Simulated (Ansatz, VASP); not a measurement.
**One calculation of ZnS, two programs**

The input INCAR:

```
SYSTEM = ZnS
ALGO = Normal
EDIFF = 1E-6
ENCUT = 520
GGA = PE
ISIF = 2
ISMEAR = -1
LASPH = .True.
LCHARG = .False.
LREAL = .False.
LWAVE = .False.
NBANDS = 26
NELM = 80
PREC = Accurate
SIGMA = 0.03
```

File KPOINTS:

```
k-points
0
Gamma
  8 8 5
  0 0 0
```

POSCAR

```
ZnS
1.0
    3.8109987816     -0.0571649817     -0.0571649817
   -1.9550057172      3.3290042495     -0.0209238355
   -0.0935100000     -0.0935100000      6.2340000000
Zn S
2 2
Direct
    0.3333333333      0.6666666667      0.0000000000
    0.6666666667      0.3333333333      0.5000000000
    0.3333333333      0.6666666667      0.3850000000
    0.6666666667      0.3333333333      0.8850000000
```

Input for Ansatz:

```yaml
crystal:
  lattice:
    - [3.8109987816, -0.0571649817, -0.0571649817]
    - [-1.9550057172, 3.3290042495, -0.0209238355]
    - [-0.09351, -0.09351, 6.234]
  atoms:
    - { symbol: Zn, position: [0.3333333333, 0.6666666667, 0.0] }
    - { symbol: Zn, position: [0.6666666667, 0.3333333333, 0.5] }
    - { symbol: S, position: [0.3333333333, 0.6666666667, 0.385] }
    - { symbol: S, position: [0.6666666667, 0.3333333333, 0.885] }
kpoints:
  mp_grid: { grid: [8, 8, 5] }
  band_path:
    path:
      - [0.0, 0.0, 0.0]
      - [0.0, 0.0, 0.5]
      - [-0.5, 0.5, 0.0]
      - [0.0, 0.0, 0.0]
      - [0.0, -0.5, 0.0]
      - [-0.5, 0.0, 0.5]
      - [0.0, 0.0, 0.0]
      - [-0.5, 0.0, 0.0]
      - [0.0, -0.5, 0.5]
    npoints: 5
scf:
  occupations: { method: fermi_dirac, width: 0.03 }
hamiltonian:
  xc: pbe
  pseudopotentials: { kind: all_electron, lapw: { basis_error: 0.001 } }
output:
  forces: true
  stress: true
  eigenvalues: true
```

Change from the starting cell: equal xy, yz and zx shear strains of -3 %.

Alike in both runs: task single point; functional PBE; k mesh 8 × 8 × 5; occupations fermi-dirac, width 0.03 eV; no spin polarisation.

|  | VASP | Ansatz |
| --- | --- | --- |
| version | VASP 6.6.1 | Ansatz 0.2.0 |
| potentials or method | VASP PAW PBE potentials, release 64 (Zn, S), cutoff 520 eV | all-electron LAPW, scalar-relativistic |

VASP gave:

- gap on the k mesh at the Fermi level (eV): 2.14
- pressure (GPa): 2.6
- traceless stress, the component that is largest in VASP (GPa): 1.81
- rms of the force components (eV/Å): 0.253

Task: Estimate Ansatz's values.

Result: gap on the k mesh at the Fermi level (eV): 2.14; pressure (GPa): 2.5; traceless stress, the component that is largest in VASP (GPa): 1.80; rms of the force components (eV/Å): 0.251.

Atom by atom the forces differ by 0.003 eV/Å (rms over components). Ansatz ran all-electron here, and VASP with PAW potentials.
